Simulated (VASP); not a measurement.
# Ag in VASP: single point with PBE

Aim: the single point of Ag with PBE.

Program: VASP 6.6.1. These are calculated values, not measurements. Logs are shortened: lines on timing, memory, paths and dates and some standing lists are left out, and cuts for length are marked.

## Step 1: The cell of the first run

The cell holds a slab with vacuum, 5 atoms: a = 2.930 Å, b = 2.930 Å, c = 24.580 Å, α = 90.00°, β = 90.00°, γ = 120.00°.

## Step 2: Single point, PBE

The input, INCAR:

```
SYSTEM = Ag
PREC     = Accurate       ! precision mode
ENCUT    = 520            ! plane-wave cutoff, eV
EDIFF    = 1E-6           ! SCF threshold, eV
ISMEAR   = -1             ! smearing method
SIGMA    = 0.05           ! smearing width, eV
LREAL    = .FALSE.        ! projectors in reciprocal space
LASPH    = .TRUE.         ! aspherical terms in the spheres
NELM     = 80             ! most SCF steps
ALGO     = Normal         ! electronic algorithm
ISIF     = 2              ! what is computed and relaxed
LWAVE    = .FALSE.        ! write WAVECAR
LCHARG   = .FALSE.        ! write CHGCAR
LDIPOL   = .TRUE.       
IDIPOL   = 3            
DIPOL    = 0.5 0.5 0.500
GGA      = PE             ! functional
NBANDS   = 36             ! bands
```

The input, KPOINTS:

```
Automatic mesh
0
G
  10 10 1
  0 0 0
```

The input, POSCAR:

```
Ag
1.0
    2.9299980804      0.0000000000      0.0000000000
   -1.4649990402      2.5374527707      0.0000000000
    0.0000000000      0.0000000000     24.5800000000
Ag
5
Direct
    0.3333333333      0.6666666666      0.3051261188
    0.6666666667      0.3333333334      0.4025630594
    0.3333333333      0.6666666666      0.5000000000
    0.6666666667      0.3333333334      0.5974369406
    0.3333333333      0.6666666666      0.6948738812
```

Potentials or basis: VASP PAW PBE potentials, release 64 (Ag).

Started as:

```sh
cat potpaw_PBE.64/Ag/POTCAR > POTCAR
mpirun -np 1 vasp_std > vasp.out
```

OUTCAR:

```text
SYSTEM = Ag
   PREC = Accurate
   ENCUT = 520
   EDIFF = 1E-6
   ISMEAR = -1
   LREAL = .FALSE.
   LASPH = .TRUE.
   NELM = 80
   ISIF = 2
   GGA = PE

 ion  position               nearest neighbor table
   1  0.333  0.667  0.305-   2 2.93   2 2.93   2 2.93
   2  0.667  0.333  0.403-   3 2.93   3 2.93   1 2.93   1 2.93   3 2.93   1 2.93
   3  0.333  0.667  0.500-   2 2.93   4 2.93   2 2.93   4 2.93   2 2.93   4 2.93
   4  0.667  0.333  0.597-   3 2.93   3 2.93   5 2.93   5 2.93   3 2.93   5 2.93
   5  0.333  0.667  0.695-   4 2.93   4 2.93   4 2.93

  LATTYP: Found a hexagonal cell.
 ALAT       =     2.9299980804
 C/A-ratio  =     8.3890839944

  Lattice vectors:

 A1 = (   2.9299980804,   0.0000000000,   0.0000000000)
 A2 = (  -1.4649990402,   2.5374527707,   0.0000000000)
 A3 = (   0.0000000000,   0.0000000000,  24.5800000000)

Analysis of symmetry for initial positions (statically):
=====================================================================
 Subroutine PRICEL returns:
 Original cell was already a primitive cell.

 Routine SETGRP: Setting up the symmetry group for a
 hexagonal supercell.

 Subroutine GETGRP returns: Found 12 space group operations
 (whereof 12 operations were pure point group operations)
 out of a pool of 24 trial point group operations.

The static configuration has the point symmetry D_3h.

Analysis of symmetry for dynamics (positions and initial velocities):
=====================================================================
 Subroutine PRICEL returns:
 Original cell was already a primitive cell.

 Routine SETGRP: Setting up the symmetry group for a
 hexagonal supercell.

 Subroutine GETGRP returns: Found 12 space group operations
 (whereof 12 operations were pure point group operations)
 out of a pool of 24 trial point group operations.

The dynamic configuration has the point symmetry D_3h.

 Subroutine INISYM returns: Found 12 space group operations
 (whereof 12 operations are pure point group operations),
 and found     1 'primitive' translations

----------------------------------------------------------------------------------------

                                     Primitive cell

  volume of cell :     182.7457

  direct lattice vectors                    reciprocal lattice vectors
     2.929998080  0.000000000  0.000000000     0.341297152  0.197048003  0.000000000
    -1.464999040  2.537452771  0.000000000     0.000000000  0.394096005  0.000000000
[... 89 lines left out ...]
   TEBEG  =    0.0;   TEEND  =   0.0 temperature during run
   PSTRESS=    0.0 pullay stress
   NELECT =      55.0000    total number of electrons
   NUPDOWN=      -1.0000    fix difference up-down
   EMIN   =  10.00;   EMAX   =-10.00  energy-range for DOS
   EFERMI =   0.00;   METHOD = LEGACY
   ISMEAR =    -1;   SIGMA  =   0.05  broadening in eV -4-tet -1-fermi 0-gaus
   EFERMI_NEDOS =   21; number of points for ismear=-14 and -15
   IALGO  =     38    algorithm
   IMIX   =      4    mixing-type and parameters
     AMIX     =   0.40;   BMIX     =  1.00
     AMIX_MAG =   1.60;   BMIX_MAG =  1.00
  volume/ion in A,a.u.               =      36.55       246.65
  Fermi-wavevector in a.u.,A,eV,Ry     =   1.097101  2.073221 16.376393  1.203631
  Thomas-Fermi vector in A             =   2.233455
   LORBIT       =      0    0 simple, 1 ext, 2 COOP (PROOUT), +10 PAW based schemes
   GGA     = PE    functional components
   LHFCALC =     F    Hartree Fock is set to
   AEXX    =    0.0000 exact exchange contribution
   IVDW    =     0    specifies the selected vdW correction
   LEPSILON=     F    determine dielectric tensor
   LRPA    =     F    only Hartree local field effects (RPA)
 non-spin polarized calculation
  energy-cutoff  :      520.00
  volume of cell :      182.75
 maximum number of plane-waves:      5011
 NGX is ok and might be reduce to    24
   NGX = 11   NGY = 11   NGZ = 91

 dipolmoment           0.000000      0.000000      0.000000 electrons x Angstroem

 number of electron      55.0000014 magnetization

 dipolmoment           0.000000      0.000000     -0.000000 electrons x Angstroem

 Free energy of the ion-electron system (eV)
  ---------------------------------------------------
  ext. energy  EPLUGINS =         0.00000000
  ---------------------------------------------------
  free energy    TOTEN  =       -12.88075705 eV

  energy without entropy =      -12.87026981  energy(sigma->0) =      -12.87551343

 E-fermi :   1.4979     XC(G=0):  -6.4947

 val. band max:        1.3982478260   @ k =   0.3000   0.0000   0.0000
 cond. band min:       1.6253947136   @ k =   0.3000   0.2000   0.0000
 fundamental gap:      0.2271468876
 Fermi energy:         1.4979121877

 k-point     1 :       0.0000    0.0000    0.0000
  band No.  band energies     occupation
      1      -5.6434      2.00000
      2      -5.0480      2.00000
      3      -4.5050      2.00000
      4      -4.3759      2.00000
      5      -4.3635      2.00000
      6      -3.1000      2.00000
[... 535 lines left out ...]
     35       7.7929      0.00000
     36       8.1377      0.00000

------------------------ aborting loop because EDIFF is reached ----------------------------------------

 vacuum level on the upper side and lower side of the slab       (xc-potential included)        -0.161        -0.161

  FORCE on cell =-STRESS in cart. coord.  units (eV):
  Direction    XX          YY          ZZ          XY          YZ          ZX
  --------------------------------------------------------------------------------------
  -------------------------------------------------------------------------------------
  Total       -0.9177235     -0.9177235     -0.0203584      0.0000000     -0.0000000     -0.0000000
  in kB       -8.0459118     -8.0459118     -0.1784873      0.0000000     -0.0000000     -0.0000000
  external PRESSURE =      -5.4234370 kB  Pullay stress =       0.0000000 kB

 VOLUME and BASIS-vectors are now :
 -----------------------------------------------------------------------------
  energy-cutoff  :      520.00
  volume of cell :      182.75
      direct lattice vectors                 reciprocal lattice vectors
     2.929998080  0.000000000  0.000000000     0.341297152  0.197048003  0.000000000
    -1.464999040  2.537452771  0.000000000     0.000000000  0.394096005  0.000000000
     0.000000000  0.000000000 24.580000000     0.000000000  0.000000000  0.040683483

 POSITION                                       TOTAL-FORCE (eV/Angst)
 -----------------------------------------------------------------------------------
     -0.00000      1.69164      7.50000         0.000000      0.000000     -0.043930
      1.46500      0.84582      9.89500        -0.000000     -0.000000      0.083912
     -0.00000      1.69164     12.29000        -0.000000     -0.000000     -0.000000
      1.46500      0.84582     14.68500        -0.000000      0.000000     -0.083912
     -0.00000      1.69164     17.08000         0.000000     -0.000000      0.043930
 -----------------------------------------------------------------------------------
    total drift:                                0.000000      0.000000      0.000000

  FREE ENERGIE OF THE ION-ELECTRON SYSTEM (eV)
  ---------------------------------------------------
  free  energy   TOTEN  =       -12.8807570460 eV

  energy  without entropy=      -12.8702698118  energy(sigma->0) =      -12.87551343

 vacuum level on the upper side and lower side of the slab         5.929         5.929
```

OSZICAR:

```text
N       E                     dE             d eps       ncg     rms          rms(c)
DAV:   1     0.350470266433E+03    0.35047E+03   -0.26288E+04  1016   0.135E+03
DAV:   2    -0.480322574724E+01   -0.35527E+03   -0.34041E+03  1084   0.303E+02
DAV:   3    -0.138529505570E+02   -0.90497E+01   -0.89717E+01  1136   0.512E+01
[... 13 lines left out ...]
DAV:  17    -0.128807407721E+02   -0.24012E-05   -0.53053E-08   716   0.211E-03    0.549E-04
DAV:  18    -0.128807509362E+02   -0.10164E-04   -0.26702E-07   720   0.953E-04    0.420E-04
DAV:  19    -0.128807545203E+02   -0.35841E-05   -0.43800E-08   708   0.109E-03    0.261E-04
DAV:  20    -0.128807569146E+02   -0.23943E-05   -0.76443E-08   692   0.480E-04    0.118E-04
DAV:  21    -0.128807570460E+02   -0.13141E-06   -0.17820E-09   648   0.187E-04
   1 F= -.12880757E+02 E0= -.12875513E+02  d E =-.104872E-01
```

It took 1.9 min on 1 thread of Intel Xeon Platinum 8375C at 2.90GHz (Ice Lake), shared host; peak memory 0.34 GiB.

Results:

- Free energy: -12.8808 eV
- Largest force: 0.084 eV/Å
- Band gap on the k mesh: zero (an odd number of electrons rules out a gap without spin polarisation)

Forces on the atoms (eV/Å):
```
Ag   0.000  0.000 -0.044
Ag   0.000  0.000  0.084
Ag   0.000  0.000  0.000
Ag   0.000  0.000 -0.084
Ag   0.000  0.000  0.044
```

The gap in the log of VASP goes by the Fermi energy; the results here count the filled bands.